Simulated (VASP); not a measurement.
Here is a VASP 6.6.1 calculation.

INCAR

```
PREC     = Accurate       # precision mode
ENCUT    = 600            # plane-wave cutoff, eV
EDIFF    = 1E-6           # SCF threshold, eV
ISMEAR   = 0              # smearing method
SIGMA    = 0.1            # smearing width, eV
LREAL    = F              # projectors in reciprocal space
LASPH    = T              # aspherical terms in the spheres
NELM     = 100            # most SCF steps
ALGO     = Normal         # electronic algorithm
ISIF     = 3              # what is computed and relaxed
LWAVE    = F              # write WAVECAR
LCHARG   = F              # write CHGCAR
GGA      = PE             # functional
IBRION   = 2              # ionic algorithm
NSW      = 100            # ionic steps
EDIFFG   = -0.01          # ionic threshold
```

KPOINTS

```
Automatic mesh
0
Gamma
  12 12 8
```

The input POSCAR:

```
Al2H5
1.0
    4.4854819106      0.0000000000      0.0000000000
   -2.2427409553      3.8845412828      0.0000000000
    0.0000000000      0.0000000000      4.6061955957
Al H
2 5
Direct
    0.0000000000      0.0000000000      0.0000000000
    0.3333333333      0.6666666667      0.0000000000
    0.7371837186      0.2628162814      0.5000000000
    0.7371837186      0.4743674372      0.5000000000
    0.5256325628      0.2628162814      0.5000000000
    0.0000000000      0.0000000000      0.5973528443
    0.0000000000      0.0000000000      0.4026471557
```

Potentials or basis: VASP PAW PBE potentials, release 64 (Al, H).

Launch:

```bash
$ cat potpaw_PBE.64/Al/POTCAR potpaw_PBE.64/H/POTCAR > POTCAR
$ mpirun -np 1 vasp_std > vasp.out
```

Question: Estimate the space group after relaxing (to 0.05 Å).

Answer: P-6m2 (No. 187).

Question: What does it give for the relaxed cell?

Answer: a = 4.473 Å, b = 4.473 Å, c = 4.671 Å, α = 90.00°, β = 90.00°, γ = 120.00°.

Step by step:
```
step  energy change (eV)  largest force (eV/Å)  pressure (GPa)  volume (Å³)
   1              0.0000                0.0976            0.06        80.26
   2             -0.0017                0.0372            0.17        80.31
   3             -0.0022                0.0807            0.27        80.35
   4             -0.0034                0.0323            0.15        80.58
   5             -0.0039                0.0465            0.02        80.83
   6             -0.0041                0.0026           -0.01        80.92
```
